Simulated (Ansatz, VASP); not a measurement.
Two plane-wave programs on MnS

```xyz
2
Lattice="0.0000 2.4735 2.4735 2.4735 0.0000 2.4735 2.4735 2.4735 0.0000" Properties=species:S:1:pos:R:3 pbc="T T T"
Mn    0.0000    0.0000    0.0000
S     3.7102    3.7102    3.7102
```

Alike in both runs: task single point; functional PBEsol; k mesh 8 × 8 × 8; occupations fermi-dirac, width 0.05 eV; collinear spin; fixed moment 8 μB.

|  | VASP | Ansatz |
| --- | --- | --- |
| version | VASP 6.6.1 | Ansatz 0.2.0 |
| potentials or method | VASP PAW PBE potentials, release 64 (Mn_pv, S) | Ansatz PAW |
| plane-wave cutoff (eV) | 520 | 420 |
| valence electrons in the cell | 19 | 21 |

Ansatz gave:

* net moment per atom (μB): 4.00
* size of the moment on the site where the two differ most (μB): 4.26

**Question.** Estimate VASP's values.

**Answer.** net moment per atom (μB): 4.00; size of the moment on the site where the two differ most (μB): 4.96.

VASP's potentials were made for PBE, not for PBEsol. Site moments also hang on the region over which each program counts them. VASP's potentials hold 19 valence electrons a cell and Ansatz's 21, so a difference there can come from the potentials and not from the codes.
